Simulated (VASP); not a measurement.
Set up this calculation in VASP 6.6.1, as the native input.

- Task: single point
- Functional: PBEsol
- Potentials or basis: VASP PAW PBE potentials, release 64 (H, Cl)
- Cutoff: 520 eV
- k mesh: 18 × 18 × 18
- Occupations: gaussian, width 0.15 eV
- Spin: no spin polarisation
- Dipole correction: no
- Further INCAR settings: ALGO = Fast; EDIFF = 1e-06; NBANDS = 11

The structure of HCl lies in POSCAR:

```
HCl
1.0
    0.0000000000      2.7116483897      2.7783498716
    2.5494563365      0.0000000000      2.7783498716
    2.5494563365      2.7116483897      0.0000000000
H Cl
1 1
Direct
    0.0000000000      0.0000000000      0.0000000000
    0.5000000000      0.5000000000      0.5000000000
```

This cell differs from its parent crystal: ratio of the length along z to the lengths across it x 0.96, volume and fractional coordinates fixed.

One way to write it, as run:

INCAR

```
  ALGO = Fast
  EDIFF = 1E-6
  ENCUT = 520
  GGA = PS
  ISIF = 2
  ISMEAR = 0
  LASPH = True
  LCHARG = False
  LREAL = False
  LWAVE = False
  NBANDS = 11
  NELM = 60
  PREC = Accurate
  SIGMA = 0.15
```

KPOINTS

```
k-points
0
Gamma
  18 18 18
```

Potentials or basis: VASP PAW PBE potentials, release 64 (H, Cl).

Run with:

```sh
$ cat potpaw_PBE.64/H/POTCAR potpaw_PBE.64/Cl/POTCAR > POTCAR
$ mpirun -np 1 vasp_std > vasp.out
```

Results of the run:

* Pressure: -10.9 GPa
* Band gap on the k mesh: zero (bands 4 and 5 overlap by 0.23 eV)

Caveat: the stress differs along the axes, from -15 to -8 GPa; the nearest neighbours stand farther apart than a usual bond; semilocal functionals underestimate gaps, and a narrow one can read as zero; the PAW data sets were made with another functional, which shifts forces and pressure a little.

It took 5.2 min on 1 thread of Oxide Virtual Turin-like Processor, with other jobs on the host, peak memory 0.39 GiB.
